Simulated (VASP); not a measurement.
# MgO in VASP: settings compared, part 2 of 2

VASP 6.6.1. The steps go on from the part before.

**4. Single point, PBE (uniaxial z strain +2.9%)**

The input, INCAR:

```
PREC = Accurate
ENCUT = 520
EDIFF = 1E-7
ISMEAR = -1
SIGMA = 0.02
LREAL = False
LASPH = True
NELM = 60
ALGO = Normal
ISIF = 2
LWAVE = False
LCHARG = False
GGA = PE
NBANDS = 11
```

The input, KPOINTS:

```
regular mesh
0
Gamma
  10 10 10
```

The input, POSCAR:

```
MgO
1.0
    0.0000000000      2.1021674168      2.1624996217
    2.1021674168      0.0000000000      2.1624996217
    2.1021674168      2.1021674168      0.0000000000
Mg O
1 1
Direct
    0.0000000000      0.0000000000      0.0000000000
    0.5000000000      0.5000000000      0.5000000000
```

Potentials or basis: VASP PAW PBE potentials, release 64 (Mg, O).

Launch:

```
$ cat potpaw_PBE.64/Mg/POTCAR potpaw_PBE.64/O/POTCAR > POTCAR
$ mpirun -np 1 vasp_std > vasp.out
```

OUTCAR:

```text
PREC = Accurate
   ENCUT = 520
   EDIFF = 1E-7
   ISMEAR = -1
   LREAL = False
   LASPH = True
   NELM = 60
   ISIF = 2
   GGA = PE

 ion  position               nearest neighbor table
   1  0.000  0.000  0.000-   2 2.10   2 2.10   2 2.10   2 2.10   2 2.16   2 2.16
   2  0.500  0.500  0.500-   1 2.10   1 2.10   1 2.10   1 2.10   1 2.16   1 2.16

  LATTYP: Found a body centered tetragonal cell.
 ALAT       =     2.9729136712
 C/A-ratio  =     1.4548014916

  Lattice vectors:

 A1 = (  -2.1021674168,   0.0000000000,   2.1624996217)
 A2 = (   2.1021674168,   0.0000000000,   2.1624996217)
 A3 = (   0.0000000000,   2.1021674168,  -2.1624996217)

Analysis of symmetry for initial positions (statically):
=====================================================================
 Subroutine PRICEL returns:
 Original cell was already a primitive cell.

 Routine SETGRP: Setting up the symmetry group for a
 body centered tetragonal supercell.

 Subroutine GETGRP returns: Found 16 space group operations
 (whereof 16 operations were pure point group operations)
 out of a pool of 16 trial point group operations.

The static configuration has the point symmetry D_4h.

Analysis of symmetry for dynamics (positions and initial velocities):
=====================================================================
 Subroutine PRICEL returns:
 Original cell was already a primitive cell.

 Routine SETGRP: Setting up the symmetry group for a
 body centered tetragonal supercell.

 Subroutine GETGRP returns: Found 16 space group operations
 (whereof 16 operations were pure point group operations)
 out of a pool of 16 trial point group operations.

The dynamic configuration has the point symmetry D_4h.

 Subroutine INISYM returns: Found 16 space group operations
 (whereof 16 operations are pure point group operations),
 and found     1 'primitive' translations

----------------------------------------------------------------------------------------

                                     Primitive cell

  volume of cell :      19.1126

  direct lattice vectors                    reciprocal lattice vectors
     0.000000000  2.102167417  2.162499622    -0.237849753  0.237849753  0.231213913
     2.102167417  0.000000000  2.162499622     0.237849753 -0.237849753  0.231213913
     2.102167417  2.102167417  0.000000000     0.237849753  0.237849753 -0.231213913

  length of vectors
     3.015876732  3.015876732  2.972913671     0.408172615  0.408172615  0.408172615

  position of ions in fractional coordinates (direct lattice)
     0.000000000  0.000000000  0.000000000
     0.500000000  0.500000000  0.500000000

  ion indices of the primitive-cell ions
   primitive index   ion index
                 1           1
                 2           2

----------------------------------------------------------------------------------------

 KPOINTS: regular mesh

Automatic generation of k-mesh.
 Grid dimensions read from file:
 generate k-points for:   10   10   10

 Generating k-lattice:

  Cartesian coordinates                     Fractional coordinates (reciprocal lattice)
    -0.023784975  0.023784975  0.023121391     0.100000000  0.000000000  0.000000000
     0.023784975 -0.023784975  0.023121391     0.000000000  0.100000000  0.000000000
     0.023784975  0.023784975 -0.023121391     0.000000000  0.000000000  0.100000000

  Length of vectors
     0.040817261  0.040817261  0.040817261

  Shift w.r.t. Gamma in fractional coordinates (k-lattice)
     0.000000000  0.000000000  0.000000000

 Subroutine IBZKPT returns following result:
 ===========================================

 Found    102 irreducible k-points:

 Following reciprocal coordinates:
            Coordinates               Weight
  0.000000  0.000000  0.000000      1.000000
  0.100000  0.000000  0.000000      8.000000
  0.200000  0.000000  0.000000      8.000000
  0.300000  0.000000  0.000000      8.000000
  0.400000  0.000000  0.000000      8.000000
  0.500000  0.000000  0.000000      4.000000
[... 16 lines left out ...]
  0.300000  0.300000  0.000000      2.000000
  0.400000  0.300000  0.000000      8.000000
 [... further k-points ...]
   k-points           NKPTS =    102   k-points in BZ     NKDIM =    102   number of bands    NBANDS=     11
   number of dos      NEDOS =    301   number of ions     NIONS =      2
   total plane-waves  NPLWV =  13824
   dimension x,y,z NGX =    24 NGY =   24 NGZ =   24
   dimension x,y,z NGXF=    48 NGYF=   48 NGZF=   48
   ions per type =               1   1
   NGX,Y,Z   is equivalent  to a cutoff of  13.23, 13.23, 13.42 a.u.
   NGXF,Y,Z  is equivalent  to a cutoff of  26.46, 26.46, 26.84 a.u.
 SYSTEM =  unknown system
   PREC   = accura    normal or accurate (medium, high low for compatibility)
   ISTART =      0    job   : 0-new  1-cont  2-samecut
   ICHARG =      2    charge: 1-file 2-atom 10-const
   ISPIN  =      1    spin polarized calculation?
   LNONCOLLINEAR =      F non collinear calculations
   LSORBIT =      F    spin-orbit coupling
   LASPH  =      T    aspherical Exc in radial PAW
   ENCUT  =  520.0 eV  38.22 Ry    6.18 a.u.   5.61  5.61  5.53*2*pi/ulx,y,z
   NELM   =     60;   NELMIN=  2; NELMDL= -5     # of ELM steps
   EDIFF  = 0.1E-06   stopping-criterion for ELM
   LREAL  =      F    real-space projection
   EDIFFG = 0.1E-05   stopping-criterion for IOM
   NSW    =      0    number of steps for IOM
   IBRION =     -1    ionic relax: 0-MD 1-quasi-New 2-CG
   NFREE  =      0    steps in history (QN), initial steepest desc. (CG)
   ISIF   =      2    stress and relaxation
   ISYM   =      2    0-nonsym 1-usesym 2-fastsym
   POTIM  = 0.5000    time-step for ionic-motion
   TEBEG  =    0.0;   TEEND  =   0.0 temperature during run
   PSTRESS=    0.0 pullay stress
   NELECT =       8.0000    total number of electrons
   NUPDOWN=      -1.0000    fix difference up-down
   EMIN   =  10.00;   EMAX   =-10.00  energy-range for DOS
   EFERMI =   0.00;   METHOD = LEGACY
   ISMEAR =    -1;   SIGMA  =   0.02  broadening in eV -4-tet -1-fermi 0-gaus
   EFERMI_NEDOS =   21; number of points for ismear=-14 and -15
   IALGO  =     38    algorithm
   IMIX   =      4    mixing-type and parameters
     AMIX     =   0.40;   BMIX     =  1.00
     AMIX_MAG =   1.60;   BMIX_MAG =  1.00
  volume/ion in A,a.u.               =       9.56        64.49
  Fermi-wavevector in a.u.,A,eV,Ry     =   1.224610  2.314178 20.404258  1.499671
  Thomas-Fermi vector in A             =   2.359679
   LORBIT       =      0    0 simple, 1 ext, 2 COOP (PROOUT), +10 PAW based schemes
   GGA     = PE    functional components
   LHFCALC =     F    Hartree Fock is set to
   AEXX    =    0.0000 exact exchange contribution
   IVDW    =     0    specifies the selected vdW correction
   LEPSILON=     F    determine dielectric tensor
   LRPA    =     F    only Hartree local field effects (RPA)
 non-spin polarized calculation
  energy-cutoff  :      520.00
  volume of cell :       19.11
 maximum number of plane-waves:       533
 NGX is ok and might be reduce to    24
   NGX = 11   NGY = 11   NGZ = 11

 number of electron       8.0000003 magnetization

 Free energy of the ion-electron system (eV)
  ---------------------------------------------------
  ext. energy  EPLUGINS =         0.00000000
  ---------------------------------------------------
  free energy    TOTEN  =       -11.90599283 eV

  energy without entropy =      -11.90599283  energy(sigma->0) =      -11.90599283

 E-fermi :   3.4656     XC(G=0): -10.9700

 val. band max:        3.0555485523   @ k =   0.0000   0.0000   0.0000
 cond. band min:       7.5200028327   @ k =   0.0000   0.0000   0.0000
 fundamental gap:      4.4644542804
 Fermi energy:         3.4656224668

 k-point     1 :       0.0000    0.0000    0.0000
  band No.  band energies     occupation
      1     -14.1326      2.00000
      2       2.9962      2.00000
      3       2.9962      2.00000
      4       3.0555      2.00000
      5       7.5200      0.00000
      6      18.5004      0.00000
      7      18.7953      0.00000
      8      18.7953      0.00000
      9      22.5558      0.00000
     10      23.8539      0.00000
     11      24.7522      0.00000
[... 309 lines left out ...]
 k-point    24 :       0.4000    0.3000    0.0000
  band No.  band energies     occupation
      1     -12.9879      2.00000
      2      -0.4976      2.00000
      3       1.7853      2.00000
      4       2.0195      2.00000
      5      12.3798      0.00000
      6      13.2787      0.00000
      7      16.1305      0.00000
      8      21.1170      0.00000
      9      21.2700      0.00000
     10      27.8552      0.00000
     11      29.2716      0.00000

 [... further k-points ...]
[... 5 lines left out ...]
  --------------------------------------------------------------------------------------
  -------------------------------------------------------------------------------------
  Total        0.2617776      0.2617776     -0.3356666      0.0000000      0.0000000     -0.0000000
  in kB       21.9443322     21.9443322    -28.1383149      0.0000000      0.0000000     -0.0000000
  external PRESSURE =       5.2501165 kB  Pullay stress =       0.0000000 kB

 VOLUME and BASIS-vectors are now :
 -----------------------------------------------------------------------------
  energy-cutoff  :      520.00
  volume of cell :       19.11
      direct lattice vectors                 reciprocal lattice vectors
     0.000000000  2.102167417  2.162499622    -0.237849753  0.237849753  0.231213913
     2.102167417  0.000000000  2.162499622     0.237849753 -0.237849753  0.231213913
     2.102167417  2.102167417  0.000000000     0.237849753  0.237849753 -0.231213913

 POSITION                                       TOTAL-FORCE (eV/Angst)
 -----------------------------------------------------------------------------------
      0.00000      0.00000      0.00000         0.000000      0.000000      0.000000
      2.10217      2.10217      2.16250         0.000000     -0.000000      0.000000
 -----------------------------------------------------------------------------------
    total drift:                               -0.000000     -0.000000      0.000000

  FREE ENERGIE OF THE ION-ELECTRON SYSTEM (eV)
  ---------------------------------------------------
  free  energy   TOTEN  =       -11.9059928293 eV

  energy  without entropy=      -11.9059928293  energy(sigma->0) =      -11.90599283
```

stdout:

```text
POSCAR found type information on POSCAR MgO
 POSCAR found :  2 types and       2 ions
 scaLAPACK will be used
 LDA part: xc-table for (Slater+PW92), standard interpolation
 POSCAR, INCAR and KPOINTS ok, starting setup
 FFT: planning ... GRIDC
 FFT: planning ... GRID_SOFT
 FFT: planning ... GRID
 WAVECAR not read
 entering main loop
```

Run time: 9.9 s. Hardware: 1 thread of Intel Xeon Platinum 8488C (Sapphire Rapids), shared host; peak memory 0.15 GiB.

What came out:

```
Free energy            : -11.9060 eV
Pressure               : 0.5 GPa
Band gap on the k mesh : 4.46 eV, direct
```

Caveat: the cell differs from its parent crystal (uniaxial z strain +2.9%).

**5. Summary**

| level | cell | smearing | gap on the mesh (eV) | pressure (GPa) |
| --- | --- | --- | --- | --- |
| PBE | a = 2.872 Å, angles 60.0°, 2 atoms | fermi-dirac 0.02 eV | 5.86 | 26.9 |
| r2SCAN | a = 2.872 Å, angles 60.0°, 2 atoms | gaussian 0.01 eV | 6.78 | 20.2 |
| PBE | a = 3.016, b = 3.016, c = 2.973 Å, angles 60.5, 60.5, 59.1°, 2 atoms | fermi-dirac 0.02 eV | 4.46 | 0.5 |

Alike in all rows: task single point; potentials or basis VASP PAW PBE potentials, release 64 (Mg, O); no spin polarisation; k mesh 10 × 10 × 10; cutoff (eV) 520.

Caveats: the PAW data sets were made with another functional, which shifts forces and pressure a little (some runs).

Total energies depend on the potentials used, so only differences within one code and one set of settings carry meaning.
